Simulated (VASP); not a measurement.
Te:

```
CELL_PARAMETERS angstrom
6.13307 0.00000 0.00000
0.00000 6.13307 0.00000
0.00000 0.00000 6.13307
ATOMIC_POSITIONS crystal
Te 0.00000 0.00000 0.00000
Te 0.50000 0.50000 0.50000
Te 0.25000 0.00000 0.50000
Te 0.75000 0.00000 0.50000
Te 0.50000 0.25000 0.00000
Te 0.50000 0.75000 0.00000
Te 0.00000 0.50000 0.25000
Te 0.00000 0.50000 0.75000
```

| Property | Result |
| --- | --- |
| Program | VASP 6.6.1 |
| Task | relaxation of cell and atoms |
| Functional | LDA |
| Potentials or basis | VASP PAW LDA potentials, release 64 (Te) |
| Cutoff | 600 eV |
| k mesh | 4 × 4 × 4 |
| Occupations | fermi-dirac, width 0.1 eV |
| Spin | no spin polarisation |

At the start: pressure -3.2 GPa; volume 28.84 Å³/atom.

Q: How do energy, volume and symmetry change on relaxing?

A: Over 3 steps the energy falls by 17.1 meV/atom and the volume is 27.22 Å³/atom (-5.6 %); space group Pm-3n (No. 223, to 0.1 Å) before and after.

The path:
| step | energy change (eV) | largest force (eV/Å) | pressure (GPa) | volume (Å³) |
| --- | --- | --- | --- | --- |
| 1 | 0.0000 | 0.0000 | -3.20 | 230.69 |
| 2 | -0.1047 | 0.0000 | 1.82 | 212.00 |
| 3 | -0.1365 | 0.0000 | -0.01 | 217.76 |

Final structure:
```yaml
crystal:
  lattice:
    - [6.01625, 0.00000, 0.00000]
    - [0.00000, 6.01625, 0.00000]
    - [0.00000, 0.00000, 6.01625]
  atoms:
    - { symbol: Te, position: [0.00000, 0.00000, 0.00000] }
    - { symbol: Te, position: [0.50000, 0.50000, 0.50000] }
    - { symbol: Te, position: [0.25000, 0.00000, 0.50000] }
    - { symbol: Te, position: [0.75000, 0.00000, 0.50000] }
    - { symbol: Te, position: [0.50000, 0.25000, 0.00000] }
    - { symbol: Te, position: [0.50000, 0.75000, 0.00000] }
    - { symbol: Te, position: [0.00000, 0.50000, 0.25000] }
    - { symbol: Te, position: [0.00000, 0.50000, 0.75000] }
```

Caveat: the highest band is partly filled, so the run has too few bands.
